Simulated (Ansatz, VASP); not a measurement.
## One calculation of AlNi3, two programs

```
Al Ni
1.0
     2.55051    0.00000    0.00000
    -1.27526    2.20881    0.00000
     0.00000    0.00000    8.12344
Al Ni
1 3
Direct
  0.33333 0.66667 0.00000
  0.33333 0.66667 0.50000
  0.66667 0.33333 0.25000
  0.66667 0.33333 0.75000
```

Alike in both runs: task single point; functional PBE; k mesh 6 × 6 × 2; occupations gaussian, width 0.1 eV; collinear spin.

|  | VASP | Ansatz |
| --- | --- | --- |
| version | VASP 6.6.1 | Ansatz 0.2.0 |
| potentials or method | VASP PAW PBE potentials, release 64 (Al, Ni), cutoff 520 eV | scalar-relativistic, plane waves, PAW |
| valence electrons in the cell | 33 | 57 |

VASP gave:

* gap on the k mesh at the Fermi level (eV): none
* pressure (GPa): 3.0
* traceless stress, the component that is largest in VASP (GPa): -9.18
* rms of the force components (eV/Å): 0.163
* net moment per atom (μB): 0.18
* size of the moment on the site where the two differ most (μB): 0.22

Q: What did Ansatz give for the same quantities?

A: gap on the k mesh at the Fermi level (eV): none; pressure (GPa): 2.9; traceless stress, the component that is largest in VASP (GPa): -9.21; rms of the force components (eV/Å): 0.171; net moment per atom (μB): 0.18; size of the moment on the site where the two differ most (μB): 0.24.

Site moments also hang on the region over which each program counts them. Atom by atom the forces differ by 0.007 eV/Å (rms over components). A gap of «none» marks a metal or a gap that the smearing closes. VASP's potentials hold 33 valence electrons a cell and Ansatz's 57, so a difference there can come from the potentials and not from the codes. Ansatz's warnings: seeded moment not kept.

The k mesh is coarse, so the values compare programs but aren't converged.
